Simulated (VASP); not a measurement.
# MnC6 (P1) in VASP: single point with PBE

Aim: the single point of MnC6 with PBE.

Program: VASP 6.6.1. These are calculated values, not measurements. Logs are shortened: lines on timing, memory, paths and dates and some standing lists are left out, and cuts for length are marked.

**1. The cell of the first run**

The typed cell holds 7 atoms: a = 3.841 Å, b = 4.352 Å, c = 4.352 Å, α = 119.79°, β = 82.74°, γ = 83.02°.

**2. Single point, PBE, collinear spin, ferromagnetic start**

Input file INCAR:

```
SYSTEM = MnC6
PREC = Accurate
ENCUT = 520
EDIFF = 1E-6
ISMEAR = 0
SIGMA = 0.2
LREAL = .False.
LASPH = .True.
NELM = 150
ALGO = Normal
ISIF = 2
LWAVE = .False.
LCHARG = .True.
ISPIN = 2
MAGMOM = 3.28 0 0 0 0 0 0
LORBIT = 11
LMAXMIX = 4
GGA = PE
LELF = .True.
LVHAR = .True.
NBANDS = 32
```

Input file KPOINTS:

```
Automatic mesh
0
Gamma
  6 6 6
  0 0 0
```

Input file POSCAR:

```
MnC6
1.0
    0.2280943467      0.4089868129      3.8122768621
    4.3431242981     -0.0111373508      0.2738391842
   -2.1744457621      3.7595447900      0.2812241273
Mn C
1 6
Direct
   -0.0253745003     -0.0640276638     -0.0645502632
    0.5099219597      0.3433102189      0.0108255739
    0.4892662365      0.6805130983      0.0152946202
    0.5096993013      1.0107594560      0.3433788878
    0.4887198362      1.0152817306      0.6807461887
    0.5095127202      0.6743650084      0.6744595253
    0.5182544466      0.3397981517      0.3398454672
```

Potentials or basis: VASP PAW PBE potentials, release 64 (Mn_pv, C).

Command:

```bash
> cat potpaw_PBE.64/Mn_pv/POTCAR potpaw_PBE.64/C/POTCAR > POTCAR
> mpirun -np 1 vasp_std > vasp.out
```

OUTCAR:

```text
SYSTEM = MnC6
   PREC = Accurate
   ENCUT = 520
   EDIFF = 1E-6
   ISMEAR = 0
   LREAL = .False.
   LASPH = .True.
   NELM = 150
   ISIF = 2
   ISPIN = 2
   LORBIT = 11
   GGA = PE

 ion  position               nearest neighbor table
   1  0.975  0.936  0.935-   6 2.09   7 2.16   4 2.22   2 2.22   5 2.29   3 2.30   6 2.35   3 2.36
                             5 2.36
   2  0.510  0.343  0.011-   7 1.44   3 1.45   5 1.46   1 2.22
   3  0.489  0.681  0.015-   2 1.45   4 1.46   6 1.46   1 2.30   1 2.36
   4  0.510  0.011  0.343-   7 1.44   5 1.45   3 1.46   1 2.22
   5  0.489  0.015  0.681-   4 1.45   2 1.46   6 1.46   1 2.29   1 2.36
   6  0.510  0.674  0.674-   7 1.45   3 1.46   5 1.46   1 2.09   1 2.35
   7  0.518  0.340  0.340-   4 1.44   2 1.44   6 1.45   1 2.16

  LATTYP: Found a triclinic cell.
 ALAT       =    13.5481903905
 B/A-ratio  =     0.5557737763
 C/A-ratio  =     0.2835014154
 COS(alpha) =     0.0028937914
 COS(beta)  =     0.5296001925
 COS(gamma) =     0.8352836224

  Lattice vectors:

 A1 = (  10.4045056649,  -4.5997931174,  -7.3580994831)
 A2 = (   6.5175700602,  -3.7706821408,  -0.0073849431)
 A3 = (  -0.2280943467,  -0.4089868129,  -3.8122768621)

Analysis of symmetry for initial positions (statically):
=====================================================================
 Subroutine PRICEL returns:
 Original cell was already a primitive cell.

 Routine SETGRP: Setting up the symmetry group for a
 triclinic supercell.

 Subroutine GETGRP returns: Found  1 space group operations
 (whereof  1 operations were pure point group operations)
 out of a pool of  2 trial point group operations.

The static configuration has the point symmetry C_1 .

Analysis of symmetry for dynamics (positions and initial velocities):
=====================================================================
 Subroutine PRICEL returns:
 Original cell was already a primitive cell.

 Routine SETGRP: Setting up the symmetry group for a
 triclinic supercell.

 Subroutine GETGRP returns: Found  1 space group operations
 (whereof  1 operations were pure point group operations)
 out of a pool of  2 trial point group operations.

The dynamic configuration has the point symmetry C_1 .

Analysis of structural, dynamic, and magnetic symmetry:
=====================================================================
 Subroutine PRICEL returns:
 Original cell was already a primitive cell.

 Routine SETGRP: Setting up the symmetry group for a
 triclinic supercell.

 Subroutine GETGRP returns: Found  1 space group operations
 (whereof  1 operations were pure point group operations)
 out of a pool of  2 trial point group operations.

The overall configuration has the point symmetry C_1 .

 Subroutine INISYM returns: Found  1 space group operations
 (whereof  1 operations are pure point group operations),
 and found     1 'primitive' translations

----------------------------------------------------------------------------------------

                                     Primitive cell

  volume of cell :      61.1766

  direct lattice vectors                    reciprocal lattice vectors
     0.228094347  0.408986813  3.812276862    -0.016879708 -0.029698290  0.266506451
     4.343124298 -0.011137351  0.273839184     0.232399540  0.136551195 -0.028554238
    -2.174445762  3.759544790  0.281224127     0.002524745  0.269624937 -0.029076829

  length of vectors
     3.840931152  4.351762931  4.352180880     0.268686809  0.271055565  0.271200006

  position of ions in fractional coordinates (direct lattice)
     0.974625500  0.935972336  0.935449737
     0.509921960  0.343310219  0.010825574
     0.489266237  0.680513098  0.015294620
     0.509699301  0.010759456  0.343378888
     0.488719836  0.015281731  0.680746189
     0.509512720  0.674365008  0.674459525
[... 42 lines left out ...]
  0.333333  0.000000  0.000000      2.000000
  0.500000 -0.000000  0.000000      1.000000
  0.000000  0.166667  0.000000      2.000000
  0.166667  0.166667  0.000000      2.000000
[... 16 lines left out ...]
  0.333333  0.000000  0.166667      2.000000
  0.500000 -0.000000  0.166667      2.000000
 [... further k-points ...]
   k-points           NKPTS =    112   k-points in BZ     NKDIM =    112   number of bands    NBANDS=     32
   number of dos      NEDOS =    301   number of ions     NIONS =      7
   total plane-waves  NPLWV =  30720
   dimension x,y,z NGX =    30 NGY =   32 NGZ =   32
   dimension x,y,z NGXF=    60 NGYF=   64 NGZF=   64
   ions per type =               1   6
   NGX,Y,Z   is equivalent  to a cutoff of  12.98, 12.22, 12.22 a.u.
   NGXF,Y,Z  is equivalent  to a cutoff of  25.97, 24.45, 24.45 a.u.
 SYSTEM =  MnC6
   PREC   = accura    normal or accurate (medium, high low for compatibility)
   ISTART =      0    job   : 0-new  1-cont  2-samecut
   ICHARG =      2    charge: 1-file 2-atom 10-const
   ISPIN  =      2    spin polarized calculation?
   LNONCOLLINEAR =      F non collinear calculations
   LSORBIT =      F    spin-orbit coupling
   LASPH  =      T    aspherical Exc in radial PAW
   ENCUT  =  520.0 eV  38.22 Ry    6.18 a.u.   7.14  8.09  8.09*2*pi/ulx,y,z
   NELM   =    150;   NELMIN=  2; NELMDL= -5     # of ELM steps
   EDIFF  = 0.1E-05   stopping-criterion for ELM
   LREAL  =      F    real-space projection
   EDIFFG = 0.1E-04   stopping-criterion for IOM
   NSW    =      0    number of steps for IOM
   IBRION =     -1    ionic relax: 0-MD 1-quasi-New 2-CG
   NFREE  =      0    steps in history (QN), initial steepest desc. (CG)
   ISIF   =      2    stress and relaxation
   ISYM   =      2    0-nonsym 1-usesym 2-fastsym
   POTIM  = 0.5000    time-step for ionic-motion
   TEBEG  =    0.0;   TEEND  =   0.0 temperature during run
   PSTRESS=    0.0 pullay stress
   NELECT =      37.0000    total number of electrons
   NUPDOWN=      -1.0000    fix difference up-down
   EMIN   =  10.00;   EMAX   =-10.00  energy-range for DOS
   EFERMI =   0.00;   METHOD = LEGACY
   ISMEAR =     0;   SIGMA  =   0.20  broadening in eV -4-tet -1-fermi 0-gaus
   EFERMI_NEDOS =   21; number of points for ismear=-14 and -15
   IALGO  =     38    algorithm
   IMIX   =      4    mixing-type and parameters
     AMIX     =   0.40;   BMIX     =  1.00
     AMIX_MAG =   1.60;   BMIX_MAG =  1.00
  volume/ion in A,a.u.               =       8.74        58.98
  Fermi-wavevector in a.u.,A,eV,Ry     =   1.384460  2.616250 26.078680  1.916729
  Thomas-Fermi vector in A             =   2.508962
   LORBIT       =     11    0 simple, 1 ext, 2 COOP (PROOUT), +10 PAW based schemes
   GGA     = PE    functional components
   LHFCALC =     F    Hartree Fock is set to
   AEXX    =    0.0000 exact exchange contribution
   IVDW    =     0    specifies the selected vdW correction
   LEPSILON=     F    determine dielectric tensor
   LRPA    =     F    only Hartree local field effects (RPA)
 spin polarized calculation
 Gauss-broadening in eV      SIGMA  =   0.20
  energy-cutoff  :      520.00
  volume of cell :       61.18
 maximum number of plane-waves:      1663
 NGX is ok and might be reduce to    30
   NGX = 15   NGY = 17   NGZ = 17

 number of electron      36.9999996 magnetization       3.0040412

 Free energy of the ion-electron system (eV)
  ---------------------------------------------------
  ext. energy  EPLUGINS =         0.00000000
  ---------------------------------------------------
  free energy    TOTEN  =       -61.69085479 eV

  energy without entropy =      -61.65819143  energy(sigma->0) =      -61.67452311

 E-fermi :   7.4542     XC(G=0): -11.2607

 val. band max:        7.4342332954   @ k =  -0.1667   0.0000   0.1667
 cond. band min:       7.4607267660   @ k =   0.1667   0.3333   0.1667
 fundamental gap:      0.0264934706
 Fermi energy:         7.4542254772

 spin component 1

 k-point     1 :       0.0000    0.0000    0.0000
  band No.  band energies     occupation
      1     -42.6599      1.00000
      2     -42.2426      1.00000
      3     -42.1214      1.00000
      4     -13.3723      1.00000
      5      -6.8622      1.00000
      6      -6.6323      1.00000
[... 781 lines left out ...]
     29      16.7393      0.00000
     30      17.5648      0.00000

 [... further k-points ...]

 spin component 2

 k-point     1 :       0.0000    0.0000    0.0000
  band No.  band energies     occupation
      1     -39.2165      1.00000
      2     -39.0054      1.00000
      3     -38.9491      1.00000
      4     -13.3926      1.00000
      5      -6.8848      1.00000
      6      -6.6709      1.00000
[... 781 lines left out ...]
     29      16.8587      0.00000
     30      17.4473      0.00000

 [... further k-points ...]

 [bands above 30 left out]

------------------------ aborting loop because EDIFF is reached ----------------------------------------

  FORCE on cell =-STRESS in cart. coord.  units (eV):
  Direction    XX          YY          ZZ          XY          YZ          ZX
  --------------------------------------------------------------------------------------
  -------------------------------------------------------------------------------------
  Total        0.2294173      0.2242711      0.1924723     -0.0043792     -0.0039287      0.0088604
  in kB        6.0082989      5.8735227      5.0407326     -0.1146885     -0.1028901      0.2320494
  external PRESSURE =       5.6408514 kB  Pullay stress =       0.0000000 kB

 VOLUME and BASIS-vectors are now :
 -----------------------------------------------------------------------------
  energy-cutoff  :      520.00
  volume of cell :       61.18
      direct lattice vectors                 reciprocal lattice vectors
     0.228094347  0.408986813  3.812276862    -0.016879708 -0.029698290  0.266506451
     4.343124298 -0.011137351  0.273839184     0.232399540  0.136551195 -0.028554238
    -2.174445762  3.759544790  0.281224127     0.002524745  0.269624937 -0.029076829

 POSITION                                       TOTAL-FORCE (eV/Angst)
 -----------------------------------------------------------------------------------
      2.25327      3.90505      4.23492        -0.005692     -0.009117      0.016481
      1.58381      0.24543      2.04102         0.025267     -0.004967     -0.022457
      3.03389      0.25003      2.05587        -0.016573      0.000647      0.009355
     -0.58367      1.49929      2.04263        -0.016443      0.023085     -0.021928
     -1.30240      2.75901      2.05876         0.009360     -0.019086      0.006220
      1.57849      2.73653      2.31675        -0.011118     -0.019488      0.016220
      0.85502      1.48584      2.16435         0.015200      0.028926     -0.003891
 -----------------------------------------------------------------------------------
    total drift:                               -0.000309     -0.000352     -0.000168

  FREE ENERGIE OF THE ION-ELECTRON SYSTEM (eV)
  ---------------------------------------------------
  free  energy   TOTEN  =       -61.6908547890 eV

  energy  without entropy=      -61.6581914269  energy(sigma->0) =      -61.67452311

 total charge

# of ion       s       p       d       tot
------------------------------------------
    1        0.229   6.221   5.240  11.690
    2        0.841   1.765   0.000   2.606
    3        0.839   1.758   0.000   2.596
    4        0.841   1.765   0.000   2.606
    5        0.838   1.758   0.000   2.596
    6        0.839   1.779   0.000   2.618
    7        0.842   1.776   0.000   2.619
--------------------------------------------------
tot          5.270  16.822   5.240  27.332

 magnetization (x)

# of ion       s       p       d       tot
------------------------------------------
    1        0.025   0.023   3.074   3.122
    2        0.002  -0.016   0.000  -0.014
    3        0.000  -0.032   0.000  -0.032
    4        0.001  -0.016   0.000  -0.014
    5        0.000  -0.032   0.000  -0.032
    6       -0.000  -0.027   0.000  -0.027
    7        0.002  -0.021   0.000  -0.019
--------------------------------------------------
tot          0.031  -0.121   3.074   2.984
```

It took 7.2 min on 1 thread of Intel Xeon 8259CL, shared host; peak memory 0.42 GiB.

Results:

```yaml
Free_energy: -61.6909 eV
Pressure: 0.6 GPa
Largest_force: 0.036 eV/Å
Band_gap_on_the_k_mesh: zero (filled and empty bands overlap)
Net_moment: 3.00 μB per cell
Site_moments: Mn +3.12; C -0.01, -0.03, -0.02 (each value once) μB
Valence_electrons_inside_the_program's_atomic_spheres: Mn 11.69; C 2.61, 2.60, 2.62 (each value once)
```

Forces on the atoms (eV/Å):
```
Mn  -0.006 -0.009  0.016
C    0.025 -0.005 -0.022
C   -0.017  0.001  0.009
C   -0.016  0.023 -0.022
C    0.009 -0.019  0.006
C   -0.011 -0.019  0.016
C    0.015  0.029 -0.004
```

The gap in the log of VASP goes by the Fermi energy; the results here count the filled bands.